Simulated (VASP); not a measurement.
Input of a VASP 6.6.1 run:

File INCAR:

```
SYSTEM = InAs
ALGO = Normal
EDIFF = 1E-8
ENCUT = 520
GGA = PS
IBRION = 8
ISIF = 2
ISMEAR = -1
LASPH = .TRUE.
LCHARG = .TRUE.
LREAL = .FALSE.
LWAVE = .FALSE.
NBANDS = 16
NELM = 80
NSW = 1
PREC = Accurate
SIGMA = 0.1
```

Contents of KPOINTS:

```
k-points
0
G
  12 12 12
  0 0 0
```

File POSCAR:

```
InAs
1.0
    0.0000000000      3.0439245815      3.0439245815
    3.0439245815      0.0000000000      3.0439245815
    3.0439245815      3.0439245815      0.0000000000
In As
1 1
Direct
    0.0000000000      0.0000000000      0.0000000000
    0.7500000000      0.7500000000      0.7500000000
```

Potentials or basis: VASP PAW PBE potentials, release 64 (In_d, As).

Launch:

```bash
$ cat potpaw_PBE.64/In_d/POTCAR potpaw_PBE.64/As/POTCAR > POTCAR
$ mpirun -np 1 vasp_std > vasp.out
```

Q: Predict the highest phonon frequency at Γ, LO-TO splitting left out.

A: 209 cm⁻¹.

Phonon frequencies in cm⁻¹ (negative: imaginary):
| q point | frequencies |
| --- | --- |
| (0.000, 0.000, 0.000) | 0 0 0 209 209 209 |
